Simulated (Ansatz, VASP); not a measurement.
Two plane-wave programs on TiIn5

```
CELL_PARAMETERS angstrom
5.43770 0.00000 0.00000
-2.71885 4.70918 0.00000
0.00000 0.00000 5.69806
ATOMIC_POSITIONS crystal
Ti 0.00000 0.00000 0.50000
In 0.66667 0.33333 0.50000
In 0.31658 0.00000 0.00000
In 0.68342 0.68342 0.00000
In 0.00000 0.31658 0.00000
In 0.33333 0.66667 0.50000
```

Change from the starting cell: species swapped into the Mg5Cu type (P-62m, No. 189).

Alike in both runs: task relaxation of cell and atoms; functional PBE; k mesh 6 × 6 × 4; occupations gaussian, width 0.1 eV; no spin polarisation.

```csv
,VASP,Ansatz
version,VASP 6.6.1,Ansatz 0.2.0
potentials or method,"VASP PAW PBE potentials, release 64 (Ti_sv, In_d), cutoff 600 eV","scalar-relativistic, plane waves, PAW"
valence electrons in the cell,77,77
```

|  | VASP | Ansatz | Ansatz less VASP |
| --- | --- | --- | --- |
| gap on the k mesh at the Fermi level, each at its own relaxed structure (eV) | none | none | - |
| relaxed volume (Å³/atom) | 24.56 | 24.45 | -0.110 |
| relaxed cell length with the largest relative difference (Å) | 4.820 | 4.800 | -0.0199 |

A gap of «none» marks a metal or a gap that the smearing closes.
